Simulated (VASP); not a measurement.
# KCl (F-43m) in VASP: further runs, part 2 of 2

VASP 6.6.1.

### 5 Single point, r2SCAN

POSCAR

```
KCl
1.0
    0.0000000000      3.5072828304      3.5072828304
    3.5072828304      0.0000000000      3.5072828304
    3.5072828304      3.5072828304      0.0000000000
K Cl
1 1
Direct
    0.0000000000      0.0000000000      0.0000000000
    0.2500000000      0.2500000000      0.2500000000
```

INCAR.step1

```
ALGO = Normal
EDIFF = 1E-4
ENCUT = 520
GGA = PE
ISMEAR = 0
LASPH = True
LCHARG = False
LREAL = False
LWAVE = True
NBANDS = 15
NELM = 100
PREC = Accurate
SIGMA = 0.01
```

INCAR.step2

```
ALGO = Normal
EDIFF = 1E-6
ENCUT = 520
ISIF = 2
ISMEAR = 0
ISTART = 1
LASPH = True
LCHARG = True
LELF = True
LMIXTAU = True
LREAL = False
LVHAR = True
LWAVE = False
METAGGA = R2SCAN
NBANDS = 15
NELM = 100
PREC = Accurate
SIGMA = 0.01
```

KPOINTS

```
k-points
0
Gamma
  4 4 4
```

Potentials or basis: VASP PAW PBE potentials, release 64 (K_sv, Cl).

On the command line:

```bash
$ cat potpaw_PBE.64/K_sv/POTCAR potpaw_PBE.64/Cl/POTCAR > POTCAR
$ cp INCAR.step1 INCAR
$ mpirun -np 1 vasp_std > vasp.out
$ cp INCAR.step2 INCAR
$ mpirun -np 1 vasp_std > vasp.out
```

OUTCAR:

```text
EDIFF = 1E-6
   ENCUT = 520
   ISIF = 2
   ISMEAR = 0
   ISTART = 1
   LASPH = True
   LREAL = False
   METAGGA = R2SCAN
   NELM = 100
   PREC = Accurate

 ion  position               nearest neighbor table
   1  0.000  0.000  0.000-   2 3.04   2 3.04   2 3.04   2 3.04
   2  0.250  0.250  0.250-   1 3.04   1 3.04   1 3.04   1 3.04

  LATTYP: Found a face centered cubic cell.
 ALAT       =     7.0145656608

  Lattice vectors:

 A1 = (   0.0000000000,   3.5072828304,   3.5072828304)
 A2 = (   3.5072828304,   0.0000000000,   3.5072828304)
 A3 = (   3.5072828304,   3.5072828304,   0.0000000000)

Analysis of symmetry for initial positions (statically):
=====================================================================
 Subroutine PRICEL returns:
 Original cell was already a primitive cell.

 Routine SETGRP: Setting up the symmetry group for a
 face centered cubic supercell.

 Subroutine GETGRP returns: Found 24 space group operations
 (whereof 24 operations were pure point group operations)
 out of a pool of 48 trial point group operations.

The static configuration has the point symmetry T_d .

Analysis of symmetry for dynamics (positions and initial velocities):
=====================================================================
 Subroutine PRICEL returns:
 Original cell was already a primitive cell.

 Routine SETGRP: Setting up the symmetry group for a
 face centered cubic supercell.

 Subroutine GETGRP returns: Found 24 space group operations
 (whereof 24 operations were pure point group operations)
 out of a pool of 48 trial point group operations.

The dynamic configuration has the point symmetry T_d .

 Subroutine INISYM returns: Found 24 space group operations
 (whereof 24 operations are pure point group operations),
 and found     1 'primitive' translations

----------------------------------------------------------------------------------------
[... 104 lines left out ...]
   IVDW    =     0    specifies the selected vdW correction
   LEPSILON=     F    determine dielectric tensor
   LRPA    =     F    only Hartree local field effects (RPA)
 non-spin polarized calculation
 Gauss-broadening in eV      SIGMA  =   0.01
  energy-cutoff  :      520.00
  volume of cell :       86.29
 maximum number of plane-waves:      2346
 NGX is ok and might be reduce to    40
   NGX = 19   NGY = 19   NGZ = 19

 number of electron      16.0000000 magnetization

 Free energy of the ion-electron system (eV)
  ---------------------------------------------------
  ext. energy  EPLUGINS =         0.00000000
  ---------------------------------------------------
  free energy    TOTEN  =       -16.22190378 eV

  energy without entropy =      -16.22190378  energy(sigma->0) =      -16.22190378

 E-fermi :  -3.5210     XC(G=0):  -6.3707

 val. band max:       -3.5949629136   @ k =   0.5000   0.5000   0.0000
 cond. band min:       1.7575133845   @ k =   0.0000   0.0000   0.0000
 fundamental gap:      5.3524762982
 Fermi energy:        -3.5210444670

 k-point     1 :       0.0000    0.0000    0.0000
  band No.  band energies     occupation
      1     -31.9432      2.00000
      2     -15.8893      2.00000
      3     -14.6655      2.00000
      4     -14.6655      2.00000
      5     -14.6655      2.00000
      6      -3.6319      2.00000
      7      -3.6319      2.00000
      8      -3.6319      2.00000
      9       1.7575      0.00000
     10       6.5440      0.00000
     11       6.5440      0.00000
     12       7.5513      0.00000
     13       7.5513      0.00000
     14       7.5513      0.00000
[... 113 lines left out ...]
      2     -16.0959      2.00000
      3     -14.7013      2.00000
      4     -14.6913      2.00000
      5     -14.3993      2.00000
      6      -3.8142      2.00000
      7      -3.7687      2.00000
      8      -3.5997      2.00000
      9       3.7807      0.00000
     10       4.6849      0.00000
     11       6.9654      0.00000
     12       7.0817      0.00000
     13       7.3168      0.00000
     14       7.7432      0.00000
     15       8.4278      0.00000

------------------------ aborting loop because EDIFF is reached ----------------------------------------

  FORCE on cell =-STRESS in cart. coord.  units (eV):
  Direction    XX          YY          ZZ          XY          YZ          ZX
  --------------------------------------------------------------------------------------
  -------------------------------------------------------------------------------------
  Total       -0.0053960     -0.0053960     -0.0053960      0.0000000      0.0000000      0.0000000
  in kB       -0.1001945     -0.1001945     -0.1001945      0.0000000      0.0000000      0.0000000
  external PRESSURE =      -0.1001945 kB  Pullay stress =       0.0000000 kB

 VOLUME and BASIS-vectors are now :
 -----------------------------------------------------------------------------
  energy-cutoff  :      520.00
  volume of cell :       86.29
      direct lattice vectors                 reciprocal lattice vectors
     0.000000000  3.507282830  3.507282830    -0.142560502  0.142560502  0.142560502
     3.507282830  0.000000000  3.507282830     0.142560502 -0.142560502  0.142560502
     3.507282830  3.507282830  0.000000000     0.142560502  0.142560502 -0.142560502

 POSITION                                       TOTAL-FORCE (eV/Angst)
 -----------------------------------------------------------------------------------
      0.00000      0.00000      0.00000         0.000000      0.000000      0.000000
      1.75364      1.75364      1.75364        -0.000000     -0.000000     -0.000000
 -----------------------------------------------------------------------------------
    total drift:                               -0.000000     -0.000000     -0.000000

  FREE ENERGIE OF THE ION-ELECTRON SYSTEM (eV)
  ---------------------------------------------------
  free  energy   TOTEN  =       -16.2219037759 eV

  energy  without entropy=      -16.2219037759  energy(sigma->0) =      -16.22190378
```

It took 1.8 min on 1 thread of AMD EPYC 7R13, shared host; peak memory 0.22 GiB.

What came out:

| Item | Value |
| --- | --- |
| Free energy | -16.2219 eV |
| Pressure | 0.0 GPa |
| Band gap on the k mesh | 5.35 eV (least direct gap 5.39 eV) |

Caveat: the structure was generated, so it needn't be the stable form of KCl; the PAW data sets were made with another functional, which shifts forces and pressure a little.

### 6 The runs side by side

| smearing | gap on the mesh (eV) | pressure (GPa) |
| --- | --- | --- |
| methfessel-paxton 0.05 eV | 5.35 | 0.0 |
| gaussian 0.001 eV | 5.35 | 0.0 |
| gaussian 0.5 eV | 5.35 | 0.0 |
| gaussian 0.01 eV | 5.35 | 0.0 |

Alike in all rows: task single point; level r2SCAN; potentials or basis VASP PAW PBE potentials, release 64 (K_sv, Cl); no spin polarisation; cell as given; k mesh 4 × 4 × 4; cutoff (eV) 520.

Caveats: the structure was generated, so it needn't be the stable form of KCl; the PAW data sets were made with another functional, which shifts forces and pressure a little; so wide a smearing shifts energies and pressures (at least some runs).

Absolute energies hang on the potentials; compare differences alone.
